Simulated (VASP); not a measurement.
A run of VASP 6.6.1 is set up as follows.

The input INCAR:

```
  PREC = Accurate
  ENCUT = 520
  EDIFF = 1E-6
  ISMEAR = 0
  SIGMA = 0.1
  LREAL = False
  LASPH = True
  NELM = 100
  ALGO = Fast
  ISIF = 2
  LWAVE = False
  LCHARG = True
  GGA = PE
  LELF = True
  LVHAR = True
  NBANDS = 19
```

The input KPOINTS:

```
Automatic mesh
0
Gamma
  12 12 12
```

POSCAR

```
MnAl3
1.0
    0.0000000000      3.0393544795      3.0393544795
    3.0393544795      0.0000000000      3.0393544795
    3.0393544795      3.0393544795      0.0000000000
Al Mn
3 1
Direct
    0.2500000000      0.2500000000      0.2500000000
    0.7500000000      0.7500000000      0.7500000000
    0.5000000000      0.5000000000      0.5000000000
    0.0000000000      0.0000000000      0.0000000000
```

Potentials or basis: VASP PAW PBE potentials, release 64 (Al, Mn_pv).

Run with:

```sh
$ cat potpaw_PBE.64/Al/POTCAR potpaw_PBE.64/Mn_pv/POTCAR > POTCAR
$ mpirun -np 1 vasp_std > vasp.out
```

Question: What does it give for the pressure?

Answer: -2.3 GPa.

Question: What does it give for the band gap on the k mesh?

Answer: Zero (band 11 reaches 9.87 eV, above the bottom of band 12 at 8.70 eV).

Spin polarisation is off, so any magnetic state and its effect on volume and gap are missing.
